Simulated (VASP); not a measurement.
Write the native input for VASP 6.6.1 that does the following.

```
Task                   : single point
Functional             : PBEsol
Potentials or basis    : VASP PAW PBE potentials, release 64 (Pb_d)
Cutoff                 : 500 eV
k mesh                 : 9 × 9 × 9
Occupations            : fermi-dirac, width 0.05 eV
Spin                   : no spin polarisation
Dipole correction      : no
Further INCAR settings : ALGO = Normal; EDIFF = 1e-06; NBANDS = 13
```

The structure of Pb lies in POSCAR:

```
Pb
1.0
    0.0000000000      2.4644691517      2.4644691517
    2.4644691517      0.0000000000      2.4644691517
    2.4644691517      2.4644691517      0.0000000000
Pb
1
Direct
    0.0000000000      0.0000000000      0.0000000000
```

These files were run (other wordings do the same):

INCAR

```
PREC = Accurate
ENCUT = 500
EDIFF = 1E-6
ISMEAR = -1
SIGMA = 0.05
LREAL = False
LASPH = True
NELM = 120
ALGO = Normal
ISIF = 2
LWAVE = False
LCHARG = False
GGA = PS
NBANDS = 13
GGA_COMPAT = False
```

KPOINTS

```
regular mesh
0
Gamma
  9 9 9
```

Potentials or basis: VASP PAW PBE potentials, release 64 (Pb_d).

Command:

```console
$ cat potpaw_PBE.64/Pb_d/POTCAR > POTCAR
$ mpirun -np 1 vasp_std > vasp.out
```

Results of the run:

| Quantity | Value |
| --- | --- |
| Pressure | -0.1 GPa |
| Band gap on the k mesh | zero (bands 7 and 8 overlap by 9.10 eV) |

Caveat: the PAW data sets were made with another functional, which shifts forces and pressure a little; spin-orbit coupling is left out, which moves the levels of the heavy elements.

Wall time 5.8 s on 1 thread of Intel(R) Xeon(R) 6975P-C (Granite Rapids), on a shared host, peak memory 0.16 GiB.
